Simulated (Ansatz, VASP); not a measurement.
# Cu in VASP and in Ansatz

The input INCAR:

```
SYSTEM = Cu
ALGO     = Normal         ! electronic algorithm
EDIFF    = 1E-8           ! SCF threshold, eV
ENCUT    = 520            ! plane-wave cutoff, eV
GGA      = PE             ! functional
ISIF     = 2              ! what is computed and relaxed
ISMEAR   = -1             ! smearing method
LASPH    = .True.         ! aspherical terms in the spheres
LCHARG   = .False.        ! write CHGCAR
LEFG     = .True.       
LREAL    = .False.        ! projectors in reciprocal space
LWAVE    = .False.        ! write WAVECAR
NBANDS   = 12             ! bands
NELM     = 60             ! most SCF steps
PREC     = Accurate       ! precision mode
SIGMA    = 0.08           ! smearing width, eV
```

Contents of KPOINTS:

```
k-points
0
Gamma
  19 19 19
  0 0 0
```

POSCAR

```
Cu
1.0
    0.0000000000      1.8014548043      1.8014548043
    1.8014548043      0.0000000000      1.8014548043
    1.8014548043      1.8014548043      0.0000000000
Cu
1
Direct
    0.0000000000      0.0000000000      0.0000000000
```

Input for Ansatz:

```yaml
crystal:
  lattice:
    - [0.0, 1.8014548043, 1.8014548043]
    - [1.8014548043, 0.0, 1.8014548043]
    - [1.8014548043, 1.8014548043, 0.0]
  atoms:
    - { symbol: Cu, position: [0.0, 0.0, 0.0] }
kpoints:
  mp_grid: { grid: [19, 19, 19] }
scf:
  occupations: { method: fermi_dirac, width: 0.08 }
hamiltonian:
  xc: pbe
  pseudopotentials: { kind: all_electron, datasets: crystal }
output:
  forces: true
  stress: true
  eigenvalues: true
  efg: { contact_densities: true }
```

Change from the starting cell: volume scaled by 0.99, crystal datasets.

Alike in both runs: task electric field gradients; functional PBE; k mesh 19 × 19 × 19; occupations fermi-dirac, width 0.08 eV; no spin polarisation.

```csv
,VASP,Ansatz
version,VASP 6.6.1,Ansatz 0.2.0
potentials or method,"VASP PAW PBE potentials, release 64 (Cu), cutoff 520 eV","all-electron PAW with datasets made for the crystal, scalar-relativistic"
```

```tsv
	VASP	Ansatz	Ansatz less VASP
pressure (GPa)	3.8	3.2	-0.55
```

Ansatz ran all-electron here, and VASP with PAW potentials.
